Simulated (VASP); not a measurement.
GaAs:

```
Ga As
1.0
     0.00000    2.82700    2.82700
     2.82700    0.00000    2.82700
     2.82700    2.82700    0.00000
Ga As
1 1
Direct
  0.00000 0.00000 0.00000
  0.25000 0.25000 0.25000
```

Base run:

| Item | Value |
| --- | --- |
| Program | VASP 6.6.1 |
| Functional | PBE |
| Potentials or basis | VASP PAW PBE potentials, release 64 (Ga_d, As) |
| Cutoff | 500 eV |
| k mesh | 8 × 8 × 8 |
| Occupations | gaussian, width 0.01 eV |
| Spin | no spin polarisation |

Its results: band gap on the k mesh 0.52 eV, direct; pressure 3.4 GPa.

Task: The run is repeated on the same cell with these changes: k mesh from 8 × 8 × 8 to 3 × 3 × 3. What comes out?

Result: Band gap on the k mesh 0.49 eV, direct; pressure 4.6 GPa.

Caveats: some runs use coarse meshes.

A k mesh can miss the band edges.
